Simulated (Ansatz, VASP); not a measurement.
Te2Mo in VASP and in Ansatz

```xyz
6
Lattice="3.5182 0.0000 0.0000 -1.7591 3.0469 0.0000 0.0000 0.0000 13.9736" Properties=species:S:1:pos:R:3 pbc="T T T"
Te    0.0000    2.0312    8.6776
Te    1.7591    1.0156    1.6908
Te    0.0000    2.0312   12.2828
Te    1.7591    1.0156    5.2960
Mo    0.0000    2.0312    3.4934
Mo    1.7591    1.0156   10.4802
```

Alike in both runs: task single point; functional PBEsol; k mesh 3 × 3 × 1; occupations fermi-dirac, width 0.1 eV; no spin polarisation.

|  | VASP | Ansatz |
| --- | --- | --- |
| version | VASP 6.6.1 | Ansatz 0.2.0 |
| potentials or method | VASP PAW PBE potentials, release 64 (Te, Mo_sv), cutoff 520 eV | plane waves, PAW |
| valence electrons in the cell | 52 | 92 |

VASP gave:

```
pressure (GPa)                                                : -1.3
traceless stress, the component that is largest in VASP (GPa) : 0.30
rms of the force components (eV/Å)                            : 0.172
```

Question: What did Ansatz give for the same quantities?

Answer: Pressure (GPa): -1.4; traceless stress, the component that is largest in VASP (GPa): 0.25; rms of the force components (eV/Å): 0.183.

VASP's potentials were made for PBE, not for PBEsol. Atom by atom the forces differ by 0.011 eV/Å (rms over components). VASP's potentials hold 52 valence electrons a cell and Ansatz's 92, so a difference there can come from the potentials and not from the codes. Ansatz's warnings: structure snapped to symmetry.

The k mesh is coarse, so the values compare programs but aren't converged. Spin-orbit coupling is off throughout.
